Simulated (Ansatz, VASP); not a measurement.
## One calculation of Ta, two programs

```
Ta
1.0
     2.78708    0.00000    0.00000
     0.00000    2.78708    0.00000
     0.00000    0.00000    2.78708
Ta
1
Direct
  0.00000 0.00000 0.00000
```

Alike in both runs: task single point; functional LDA; k mesh 13 × 13 × 13; occupations fermi-dirac, width 0.1 eV; no spin polarisation.

|  | VASP | Ansatz |
| --- | --- | --- |
| version | VASP 6.6.1 | Ansatz 0.2.0 |
| potentials or method | VASP PAW LDA potentials, release 64 (Ta_pv), cutoff 520 eV | plane waves (420 eV) with PAW, scalar-relativistic |
| valence electrons in the cell | 11 | 13 |

VASP gave:

```
pressure (GPa) : -14.6
```

What did Ansatz give for the same quantities?

Pressure (GPa): -15.0.

Ansatz warns that its potentials were made for another functional, while VASP's fit it. LDA's correlation is that of Perdew and Zunger in VASP and of Perdew and Wang (1992) in Ansatz. VASP's potentials hold 11 valence electrons a cell and Ansatz's 13, so a difference there can come from the potentials and not from the codes.

Spin-orbit coupling is off throughout.
